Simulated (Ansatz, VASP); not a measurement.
## Two plane-wave programs on As

The input INCAR:

```
PREC = Accurate ; ENCUT = 520
EDIFF = 1E-7 ; ISMEAR = 0
SIGMA = 0.02 ; LREAL = F
LASPH = T ; NELM = 80
ALGO = Normal ; ISIF = 2
LWAVE = F ; LCHARG = T
GGA = CA ; LELF = T
LVHAR = T ; NBANDS = 12
```

File KPOINTS:

```
regular mesh
0
Gamma
  14 14 14
```

The input POSCAR:

```
As
1.0
    1.8807968987      1.0858785957      3.5140619945
   -1.8807968987      1.0858785957      3.5140619945
    0.0000000000     -2.1717571915      3.5140619945
As
2
Direct
    0.2260000000      0.2260000000      0.2260000000
    0.7740000000      0.7740000000      0.7740000000
```

Input for Ansatz:

```yaml
crystal:
  lattice:
    - [1.8807968987, 1.0858785957, 3.5140619945]
    - [-1.8807968987, 1.0858785957, 3.5140619945]
    - [0.0, -2.1717571915, 3.5140619945]
  atoms:
    - { symbol: As, position: [0.226, 0.226, 0.226] }
    - { symbol: As, position: [0.774, 0.774, 0.774] }
hamiltonian:
  xc: lda
kpoints:
  mp_grid: { grid: [14, 14, 14] }
scf:
  occupations: { method: gaussian, width: 0.02 }
  convergence: { dr2_threshold: 1.0e-09 }
basis:
  ecutwfc: 600
output:
  eigenvalues: true
  forces: true
  stress: true
```

Alike in both runs: task single point; functional LDA; k mesh 14 × 14 × 14; occupations gaussian, width 0.02 eV; no spin polarisation.

|  | VASP | Ansatz |
| --- | --- | --- |
| version | VASP 6.6.1 | Ansatz 0.2.0 |
| potentials or method | VASP PAW LDA potentials, release 64 (As), cutoff 520 eV | scalar-relativistic, plane waves, PAW |
| valence electrons in the cell | 10 | 30 |

```tsv
	VASP	Ansatz	Ansatz less VASP
gap on the k mesh at the Fermi level (eV)	none	none	-
pressure (GPa)	-0.9	-1.3	-0.43
traceless stress, the component that is largest in VASP (GPa)	-0.51	-0.37	+0.140
rms of the force components (eV/Å)	0.190	0.148	-0.0416
```

LDA's correlation is that of Perdew and Zunger in VASP and of Perdew and Wang (1992) in Ansatz. Atom by atom the forces differ by 0.042 eV/Å (rms over components). A gap of «none» marks a metal or a gap that the smearing closes. VASP's potentials hold 10 valence electrons a cell and Ansatz's 30, so a difference there can come from the potentials and not from the codes. Ansatz's warnings: stress scf threshold loose.
